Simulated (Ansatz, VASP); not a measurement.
**Ti3Se in VASP and in Ansatz**

The input INCAR:

```
SYSTEM = Ti3Se
PREC = Accurate
ENCUT = 520
EDIFF = 1E-6
ISMEAR = -1
SIGMA = 0.05
LREAL = .FALSE.
LASPH = .TRUE.
NELM = 150
ALGO = Normal
ISIF = 2
LWAVE = .FALSE.
LCHARG = .FALSE.
LMAXMIX = 4
LDAU = .TRUE.
LDAUTYPE = 2
LDAUL = -1 2
LDAUU = 0 4
LDAUJ = 0 0
LDAUPRINT = 1
GGA = PE
NBANDS = 29
```

File KPOINTS:

```
regular mesh
0
G
  10 10 4
  0 0 0
```

File POSCAR:

```
Ti3Se
1.0
    3.1974455988      0.0000000000      0.0000000000
   -1.5987227994      2.7690691158      0.0000000000
    0.0000000000      0.0000000000      7.9427450000
Se Ti
1 3
Direct
    0.0000000000      0.0000000000      0.0000000000
    0.6666666667      0.3333333333      0.5000000000
    0.3333333333      0.6666666667      0.7729020000
    0.3333333333      0.6666666667      0.2270980000
```

input.yaml

```yaml
crystal:
  lattice:
    - [3.1974455988, 0.0, 0.0]
    - [-1.5987227994, 2.7690691158, 0.0]
    - [0.0, 0.0, 7.942745]
  atoms:
    - { symbol: Se, position: [0.0, 0.0, 0.0] }
    - { symbol: Ti, position: [0.6666666667, 0.3333333333, 0.5] }
    - { symbol: Ti, position: [0.3333333333, 0.6666666667, 0.772902] }
    - { symbol: Ti, position: [0.3333333333, 0.6666666667, 0.227098] }
hamiltonian:
  xc: pbe
  pseudopotentials: { kind: paw }
  hubbard: { sites: [{ species: Ti, l: d, u_eff: 4.0 }] }
kpoints:
  mp_grid: { grid: [10, 10, 4] }
  band_path:
    path:
      - [[0.0, 0.0, 0.0], [0.5, 0.0, 0.0], [0.3333333333, 0.3333333333, 0.0], [0.0, 0.0, 0.0], [0.0, 0.0, 0.5], [0.5, 0.0, 0.5], [0.3333333333, 0.3333333333, 0.5], [0.0, 0.0, 0.5]]
      - [[0.5, 0.0, 0.5], [0.5, 0.0, 0.0]]
      - [[0.3333333333, 0.3333333333, 0.0], [0.3333333333, 0.3333333333, 0.5]]
    npoints: 14
scf:
  occupations: { method: fermi_dirac, width: 0.05 }
  n_extra_bands: 10
output:
  forces: true
  stress: true
  eigenvalues: true
  fatbands: true
  write_density: true
  write_potential: true
  elf: true
  volumetric_format: npy
```

Alike in both runs: functional PBE; k mesh 10 × 10 × 4; occupations fermi-dirac, width 0.05 eV; no spin polarisation; Hubbard terms Ti d U = 4.0 eV.

|  | VASP | Ansatz |
| --- | --- | --- |
| version | VASP 6.6.1 | Ansatz 0.2.0 |
| potentials or method | VASP PAW PBE potentials, release 64 (Se, Ti_sv) | Ansatz PAW |
| plane-wave cutoff (eV) | 520 | 420 |
| valence electrons in the cell | 42 | 52 |
| task | single point | band structure |

```tsv
	VASP	Ansatz	Ansatz less VASP
gap on the k mesh at the Fermi level (eV)	none	none	-
pressure (GPa)	6.6	5.2	-1.35
traceless stress, the component that is largest in VASP (GPa)	2.11	1.98	-0.130
rms of the force components (eV/Å)	0.010	0.011	+0.0014
```

The programs project onto different local orbitals, so the same U acts differently, and such runs can settle in different states. Atom by atom the forces differ by 0.021 eV/Å (rms over components). A gap of «none» marks a metal or a gap that the smearing closes. VASP's potentials hold 42 valence electrons a cell and Ansatz's 52, so a difference there can come from the potentials and not from the codes.
